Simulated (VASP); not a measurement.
# Sn4Se3S: single point with PBE

The system is Sn4Se3S.

```
CELL_PARAMETERS angstrom
6.01382 0.00000 0.00000
0.00000 6.01382 0.00000
-3.00691 -3.00691 6.00814
ATOMIC_POSITIONS crystal
Sn 0.00000 0.50000 0.00000
Sn 0.25672 0.25672 0.51345
Sn 0.50000 0.00000 0.00000
Sn 0.74328 0.74328 0.48655
Se 0.25000 0.75000 0.50000
Se 0.75000 0.25000 0.50000
Se 0.00000 0.00000 0.00000
S 0.50000 0.50000 0.00000
```

| Quantity | Value |
| --- | --- |
| Program | VASP 6.6.1 |
| Task | single point |
| Functional | PBE |
| Potentials or basis | VASP PAW PBE potentials, release 64 (Sn_d, Se, S) |
| Cutoff | 520 eV |
| k mesh | 4 × 4 × 4 |
| Occupations | gaussian, width 0.2 eV |
| Spin | no spin polarisation |

| Item | Value |
| --- | --- |
| Pressure | -0.2 GPa |
| Largest force | 0.005 eV/Å |
| Band gap on the k mesh | 0.45 eV |

Forces in eV/Å, atoms in the order of the input:
```
Sn   0.000  0.000  0.000
Sn   0.000  0.000  0.005
Sn   0.000  0.000  0.000
Sn   0.000  0.000 -0.005
Se   0.000  0.000  0.000
Se   0.000  0.000  0.000
Se   0.000  0.000  0.000
S    0.000  0.000  0.000
```

Stress tensor (GPa, compression positive):
```
 0.05  0.00  0.00
 0.00  0.05  0.00
 0.00  0.00 -0.62
```

Levels at points of the mesh, in eV from the valence-band top:
```
           k point  band 38  band 39  band 40  band 41  band 42  band 43
(0.00, 0.00, 0.00)    -2.26    -0.97    -0.83     1.49     1.51     3.06
(0.50, 0.00, 0.00)    -1.12    -0.98    -0.86     1.28     1.31     1.56
(0.50, 0.50, 0.00)    -0.61    -0.06     0.00     0.45     0.49     1.07
(0.00, 0.00, 0.50)    -3.01    -1.76    -1.68     1.95     2.10     3.03
```

Run time: 5.5 min on 1 thread of Intel Xeon 8259CL, on a shared host, peak memory 0.41 GiB.

Caveat: spin-orbit coupling is left out, which moves the levels of the heavy elements. A k mesh can miss the band edges.
